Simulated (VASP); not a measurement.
Input of a VASP 6.6.1 run:

Contents of INCAR:

```
PREC = Accurate
ENCUT = 520
EDIFF = 1E-6
ISMEAR = 0
SIGMA = 0.1
LREAL = F
LASPH = T
NELM = 60
ALGO = Normal
ISIF = 2
LWAVE = F
LCHARG = F
LDIPOL = T
IDIPOL = 3
DIPOL = 0.5 0.5 0.420
GGA = PS
IBRION = 2
NSW = 36
EDIFFG = -0.025
```

The input KPOINTS:

```
Automatic mesh
0
Gamma
  12 12 1
```

POSCAR

```
Al9N
1.0
    2.8360890834      0.0000000000      0.0000000000
   -1.4180445417      2.4561251936      0.0000000000
    0.0000000000      0.0000000000     34.1378324787
Al N
9 1
Selective dynamics
Direct
    0.3333333333      0.6666666667      0.1171720554  F F F
    0.0000000000      0.0000000000      0.1854391565  F F F
    0.6666666667      0.3333333333      0.2537062577  F F F
    0.0000000000      0.0000000000      0.3219733588  F F F
    0.3333333333      0.6666666667      0.3896661213  F F F
    0.0000000000      0.0000000000      0.4573304602  F F F
    0.6666666667      0.3333333333      0.5260691494  F F F
    0.0000000000      0.0000000000      0.5941774940  F F F
    0.3333333333      0.6666666667      0.6631303406  F F F
    1.0000000000      1.0000000000      0.6864836231  F F T
```

Potentials or basis: VASP PAW PBE potentials, release 64 (Al, N).

Launch:

```bash
$ cat potpaw_PBE.64/Al/POTCAR potpaw_PBE.64/N/POTCAR > POTCAR
$ mpirun -np 1 vasp_std > vasp.out
```

Q: Predict the energy gained by relaxing.

A: 60.4 meV/atom.

Q: Predict the band gap on the k mesh.

A: Zero (bands 16 and 17 overlap by 3.28 eV).

The path:
```tsv
step	energy change (eV)	largest force on free atoms (eV/Å)	pressure (GPa)
1	0.0000	2.6284	1.69
2	-0.2988	2.0801	2.78
3	-0.5893	0.3573	5.65
4	-0.6027	0.1160	5.30
5	-0.6041	0.0099	5.13
```

Caveat: the PAW data sets were made with another functional, which shifts forces and pressure a little.
